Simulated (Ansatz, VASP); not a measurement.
**SnO in VASP and in Ansatz**

```
Sn O
1.0
     3.82016    0.00000    0.00000
     0.00000    3.82016    0.00000
     0.00000    0.00000   22.22608
Sn O
4 4
Direct
  0.75000 0.25000 0.20246
  0.25000 0.75000 0.30878
  0.37500 0.87500 0.50000
  0.87500 0.37500 0.60632
  0.25000 0.25000 0.25562
  0.75000 0.75000 0.25562
  0.87500 0.87500 0.55316
  0.37500 0.37500 0.55316
```

Alike in both runs: task single point; functional PBE; dispersion D3(BJ); k mesh 7 × 7 × 1; occupations gaussian, width 0.05 eV; no spin polarisation.

|  | VASP | Ansatz |
| --- | --- | --- |
| version | VASP 6.6.1 | Ansatz 0.2.0 |
| potentials or method | VASP PAW PBE potentials, release 64 (Sn_d, O), cutoff 520 eV | scalar-relativistic, plane waves, PAW |
| valence electrons in the cell | 80 | 80 |

|  | VASP | Ansatz | Ansatz less VASP |
| --- | --- | --- | --- |
| gap on the k mesh at the Fermi level (eV) | 2.50 | 2.50 | +0.008 |
| least direct gap on the mesh (eV) | 2.56 | 2.60 | +0.042 |
| rms of the force components (eV/Å) | 0.032 | 0.014 | -0.0187 |
